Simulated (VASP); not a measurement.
# InSb (I-4m2) in VASP: single point with HSE06

Aim: the single point of InSb with HSE06.

Program: VASP 6.6.1. These are calculated values, not measurements. Logs are shortened: lines on timing, memory, paths and dates and some standing lists are left out, and cuts for length are marked.

### Step 1. The cell of the first run

The structure is tetragonal, space group I-4m2 (No. 119). Conventional cell: a = 4.791 Å, b = 4.791 Å, c = 6.559 Å, α = 90.00°, β = 90.00°, γ = 90.00°. In (site symmetry -4m2) has 4 Sb at 2.90 Å within 3.8 Å. Sb (site symmetry -4m2) has 4 In at 2.90 Å within 3.8 Å.

### Step 2. Single point, HSE06 (biaxial xy strain +3.3%)

Contents of POSCAR:

```
InSb
1.0
    0.0000000000      3.3874089927      3.2795130145
    3.3874089927      0.0000000000      3.2795130145
    3.3874089927      3.3874089927      0.0000000000
In Sb
1 1
Direct
    0.0000000000      0.0000000000      0.0000000000
    0.2500000000      0.2500000000      0.2500000000
```

Contents of INCAR.step1:

```
ALGO = Normal ; EDIFF = 1E-5
ENCUT = 400 ; GGA = PE
GGA_COMPAT = F ; ISIF = 2
ISMEAR = -1 ; LASPH = T
LCHARG = F ; LREAL = F
LWAVE = T ; NBANDS = 21
NELM = 120 ; PREC = Accurate
SIGMA = 0.02
```

Contents of INCAR.step2:

```
ALGO = Normal ; EDIFF = 1E-6
ENCUT = 400 ; GGA = PE
GGA_COMPAT = F ; HFSCREEN = 0.2079
ISIF = 2 ; ISMEAR = -1
ISTART = 1 ; LASPH = T
LCHARG = F ; LHFCALC = T
LREAL = F ; LWAVE = F
NBANDS = 21 ; NELM = 120
PREC = Accurate ; PRECFOCK = Normal
SIGMA = 0.02
```

Contents of KPOINTS:

```
k-points
0
Gamma
  4 4 4
```

Potentials or basis: VASP PAW PBE potentials, release 64 (In_d, Sb_d_GW).

On the command line:

```bash
cat potpaw_PBE.64/In_d/POTCAR potpaw_PBE.64/Sb_d_GW/POTCAR > POTCAR
cp INCAR.step1 INCAR
mpirun -np 1 vasp_std > vasp.out
cp INCAR.step2 INCAR
mpirun -np 1 vasp_std > vasp.out
```

OUTCAR:

```text
EDIFF = 1E-6
   ENCUT = 400
   GGA = PE
   HFSCREEN = 0.2079
   ISIF = 2
   ISMEAR = -1
   ISTART = 1
   LASPH = T
   LHFCALC = T
   LREAL = F
   NELM = 120
   PREC = Accurate
   PRECFOCK = Normal

 ion  position               nearest neighbor table
   1  0.000  0.000  0.000-   2 2.90   2 2.90   2 2.90   2 2.90
   2  0.250  0.250  0.250-   1 2.90   1 2.90   1 2.90   1 2.90

  LATTYP: Found a body centered tetragonal cell.
 ALAT       =     4.7905197388
 C/A-ratio  =     1.3691679372

  Lattice vectors:

 A1 = (   0.0000000000,  -3.3874089927,  -3.2795130145)
 A2 = (   0.0000000000,   3.3874089927,  -3.2795130145)
 A3 = (   3.3874089927,   0.0000000000,   3.2795130145)

Analysis of symmetry for initial positions (statically):
=====================================================================
 Subroutine PRICEL returns:
 Original cell was already a primitive cell.

 Routine SETGRP: Setting up the symmetry group for a
 body centered tetragonal supercell.

 Subroutine GETGRP returns: Found  8 space group operations
 (whereof  8 operations were pure point group operations)
 out of a pool of 16 trial point group operations.

The static configuration has the point symmetry D_2d.

Analysis of symmetry for dynamics (positions and initial velocities):
=====================================================================
 Subroutine PRICEL returns:
 Original cell was already a primitive cell.

 Routine SETGRP: Setting up the symmetry group for a
 body centered tetragonal supercell.

 Subroutine GETGRP returns: Found  8 space group operations
 (whereof  8 operations were pure point group operations)
 out of a pool of 16 trial point group operations.

The dynamic configuration has the point symmetry D_2d.

 Subroutine INISYM returns: Found  8 space group operations
 (whereof  8 operations are pure point group operations),
 and found     1 'primitive' translations

----------------------------------------------------------------------------------------

                                     Primitive cell

  volume of cell :      75.2618

  direct lattice vectors                    reciprocal lattice vectors
     0.000000000  3.387408993  3.279513014    -0.147605442  0.147605442  0.152461661
     3.387408993  0.000000000  3.279513014     0.147605442 -0.147605442  0.152461661
     3.387408993  3.387408993  0.000000000     0.147605442  0.147605442 -0.152461661

  length of vectors
     4.714843083  4.714843083  4.790519739     0.258494276  0.258494276  0.258494276

  position of ions in fractional coordinates (direct lattice)
     0.000000000  0.000000000  0.000000000
     0.250000000  0.250000000  0.250000000

  ion indices of the primitive-cell ions
   primitive index   ion index
                 1           1
                 2           2

----------------------------------------------------------------------------------------

 KPOINTS: k-points

Automatic generation of k-mesh.
 Grid dimensions read from file:
 generate k-points for:    4    4    4

 Generating k-lattice:

  Cartesian coordinates                     Fractional coordinates (reciprocal lattice)
    -0.036901360  0.036901360  0.038115415     0.250000000  0.000000000  0.000000000
     0.036901360 -0.036901360  0.038115415     0.000000000  0.250000000  0.000000000
     0.036901360  0.036901360 -0.038115415    -0.000000000 -0.000000000  0.250000000

  Length of vectors
     0.064623569  0.064623569  0.064623569

  Shift w.r.t. Gamma in fractional coordinates (k-lattice)
     0.000000000  0.000000000  0.000000000

 Subroutine IBZKPT returns following result:
 ===========================================

 Found     13 irreducible k-points:

 Following reciprocal coordinates:
            Coordinates               Weight
  0.000000  0.000000  0.000000      1.000000
  0.250000  0.000000  0.000000      8.000000
  0.500000  0.000000  0.000000      4.000000
  0.250000  0.250000  0.000000      2.000000
  0.500000  0.250000  0.000000      8.000000
 -0.250000  0.250000  0.000000      4.000000
  0.500000  0.500000  0.000000      1.000000
  0.250000  0.000000  0.250000      4.000000
  0.500000  0.000000  0.250000     16.000000
 -0.250000  0.000000  0.250000      8.000000
 -0.250000  0.500000  0.250000      4.000000
  0.500000  0.000000  0.500000      2.000000
 -0.250000  0.250000  0.500000      2.000000
   k-points           NKPTS =     13   k-points in BZ     NKDIM =     64   number of bands    NBANDS=     21
   number of dos      NEDOS =    301   number of ions     NIONS =      2
   total plane-waves  NPLWV =  32768
   dimension x,y,z NGX =    32 NGY =   32 NGZ =   32
   dimension x,y,z NGXF=    64 NGYF=   64 NGZF=   64
   ions per type =               1   1
   NGX,Y,Z   is equivalent  to a cutoff of  11.28, 11.28, 11.10 a.u.
   NGXF,Y,Z  is equivalent  to a cutoff of  22.57, 22.57, 22.21 a.u.
 SYSTEM =  unknown system
   PREC   = accura    normal or accurate (medium, high low for compatibility)
   ISTART =      1    job   : 0-new  1-cont  2-samecut
   ICHARG =      0    charge: 1-file 2-atom 10-const
   ISPIN  =      1    spin polarized calculation?
   LNONCOLLINEAR =      F non collinear calculations
   LSORBIT =      F    spin-orbit coupling
   LASPH  =      T    aspherical Exc in radial PAW
   ENCUT  =  400.0 eV  29.40 Ry    5.42 a.u.   7.69  7.69  7.81*2*pi/ulx,y,z
   NELM   =    120;   NELMIN=  2; NELMDL=  0     # of ELM steps
   EDIFF  = 0.1E-05   stopping-criterion for ELM
   LREAL  =      F    real-space projection
   EDIFFG = 0.1E-04   stopping-criterion for IOM
   NSW    =      0    number of steps for IOM
   IBRION =     -1    ionic relax: 0-MD 1-quasi-New 2-CG
   NFREE  =      0    steps in history (QN), initial steepest desc. (CG)
   ISIF   =      2    stress and relaxation
   ISYM   =      3    0-nonsym 1-usesym 2-fastsym
   POTIM  = 0.5000    time-step for ionic-motion
   TEBEG  =    0.0;   TEEND  =   0.0 temperature during run
   PSTRESS=    0.0 pullay stress
   NELECT =      28.0000    total number of electrons
   NUPDOWN=      -1.0000    fix difference up-down
   EMIN   =  10.00;   EMAX   =-10.00  energy-range for DOS
   EFERMI =   0.00;   METHOD = LEGACY
   ISMEAR =    -1;   SIGMA  =   0.02  broadening in eV -4-tet -1-fermi 0-gaus
   EFERMI_NEDOS =   21; number of points for ismear=-14 and -15
   IALGO  =     38    algorithm
   IMIX   =      1    mixing-type and parameters
     AMIX     =   0.40;   BMIX     =  1.00
     AMIX_MAG =   1.60;   BMIX_MAG =  1.00
  volume/ion in A,a.u.               =      37.63       253.95
  Fermi-wavevector in a.u.,A,eV,Ry     =   1.177432  2.225025 18.862395  1.386347
  Thomas-Fermi vector in A             =   2.313779
   LORBIT       =      0    0 simple, 1 ext, 2 COOP (PROOUT), +10 PAW based schemes
   GGA     = PE    functional components
   LHFCALC =     T    Hartree Fock is set to
   PRECFOCK=normal    Normal, Fast or Accurate (Low or Medium for compatibility)
   ENCUT4O =  -1.0   cutoff for four orbital integrals eV
   NKREDX  =     1    reduce k-point grid by
   NKREDY  =     1    reduce k-point grid by
   NKREDZ  =     1    reduce k-point grid by
   AEXX    =    0.2500 exact exchange contribution
   HFSCREEN=    0.2079 screening length (either q_TF or 0.3 A-1)
   HFSCREENC=   0.2079 screening length for correlation (either q_TF or 0.3 A-1)
   ENCUTFOCK=  -1.0 apply spherical cutoff to Coloumb kernel
   IVDW    =     0    specifies the selected vdW correction
   LEPSILON=     F    determine dielectric tensor
   LRPA    =     F    only Hartree local field effects (RPA)
 non-spin polarized calculation
  energy-cutoff  :      400.00
  volume of cell :       75.26
 maximum number of plane-waves:      1387
 NGX is ok and might be reduce to    32
  NGX = 24; NGY = 24; NGZ = 24

 number of electron      28.0000000 magnetization

 Free energy of the ion-electron system (eV)
  ---------------------------------------------------
  ext. energy  EPLUGINS =         0.00000000
  ---------------------------------------------------
  free energy    TOTEN  =        -8.10645201 eV

  energy without entropy =       -8.10637475  energy(sigma->0) =       -8.10641338

 E-fermi :   3.0569     XC(G=0):  -7.0295

 val. band max:        2.9519443419   @ k =   0.0000   0.0000   0.0000
 cond. band min:       3.1478853143   @ k =   0.0000   0.0000   0.0000
 fundamental gap:      0.1959409724
 Fermi energy:         3.0569051236

 k-point     1 :       0.0000    0.0000    0.0000
  band No.  band energies     occupation
      1     -27.6184      2.00000
      2     -27.6184      2.00000
      3     -27.6122      2.00000
      4     -27.6071      2.00000
      5     -27.5982      2.00000
      6     -13.2508      2.00000
[... 13 lines left out ...]
     20      11.7188      0.00000
     21      12.1655      0.00000

 k-point     2 :       0.2500    0.0000    0.0000
  band No.  band energies     occupation
      1     -27.6180      2.00000
      2     -27.6179      2.00000
      3     -27.6119      2.00000
      4     -27.6069      2.00000
      5     -27.5979      2.00000
      6     -13.2619      2.00000
[... 13 lines left out ...]
     20      10.9280      0.00000
     21      11.0904      0.00000

 k-point     3 :       0.5000    0.0000    0.0000
  band No.  band energies     occupation
      1     -27.6177      2.00000
      2     -27.6175      2.00000
      3     -27.6117      2.00000
      4     -27.6067      2.00000
      5     -27.5976      2.00000
      6     -13.2750      2.00000
[... 13 lines left out ...]
     20      12.7439      0.00000
     21      12.9786      0.00000
[... 193 lines left out ...]
 k-point    12 :       0.5000    0.0000    0.5000
  band No.  band energies     occupation
      1     -27.6190      2.00000
      2     -27.6165      2.00000
      3     -27.6109      2.00000
      4     -27.6065      2.00000
      5     -27.5976      2.00000
      6     -13.2991      2.00000
[... 13 lines left out ...]
     20      13.6152      0.00000
     21      14.2681      0.00000

 k-point    13 :      -0.2500    0.2500    0.5000
  band No.  band energies     occupation
      1     -27.6179      2.00000
      2     -27.6177      2.00000
      3     -27.6110      2.00000
      4     -27.6063      2.00000
      5     -27.5976      2.00000
      6     -13.2901      2.00000
[... 13 lines left out ...]
     20      13.1071      0.00000
     21      13.9150      0.00000

------------------------ aborting loop because EDIFF is reached ----------------------------------------

  FORCE on cell =-STRESS in cart. coord.  units (eV):
  Direction    XX          YY          ZZ          XY          YZ          ZX
  --------------------------------------------------------------------------------------
  -------------------------------------------------------------------------------------
  Total       -1.2770204     -1.2770204     -0.9407790      0.0000000      0.0000000      0.0000000
  in kB      -27.1852791    -27.1852791    -20.0273528      0.0000000      0.0000000      0.0000000
  external PRESSURE =     -24.7993037 kB  Pullay stress =       0.0000000 kB

 VOLUME and BASIS-vectors are now :
 -----------------------------------------------------------------------------
  energy-cutoff  :      400.00
  volume of cell :       75.26
      direct lattice vectors                 reciprocal lattice vectors
     0.000000000  3.387408993  3.279513014    -0.147605442  0.147605442  0.152461661
     3.387408993  0.000000000  3.279513014     0.147605442 -0.147605442  0.152461661
     3.387408993  3.387408993  0.000000000     0.147605442  0.147605442 -0.152461661

 POSITION                                       TOTAL-FORCE (eV/Angst)
 -----------------------------------------------------------------------------------
      0.00000      0.00000      0.00000         0.000000      0.000000      0.000000
      1.69370      1.69370      1.63976        -0.000000     -0.000000      0.000000
 -----------------------------------------------------------------------------------
    total drift:                               -0.000029     -0.000011     -0.000004

  FREE ENERGIE OF THE ION-ELECTRON SYSTEM (eV)
  ---------------------------------------------------
  free  energy   TOTEN  =        -8.1064520077 eV

  energy  without entropy=       -8.1063747545  energy(sigma->0) =       -8.10641338
```

Run time: 23 min. Hardware: 1 thread of Intel Xeon Platinum 8259CL at 2.50GHz (Skylake/Cascade Lake), shared host; peak memory 0.31 GiB.

What came out:

- Free energy: -8.1065 eV
- Pressure: -2.5 GPa
- Band gap on the k mesh: 0.20 eV

Caveat: the cell differs from its parent crystal (biaxial xy strain +3.3%); the PAW data sets were made with another functional, which shifts forces and pressure a little; spin-orbit coupling is left out, which moves the levels of the heavy elements.
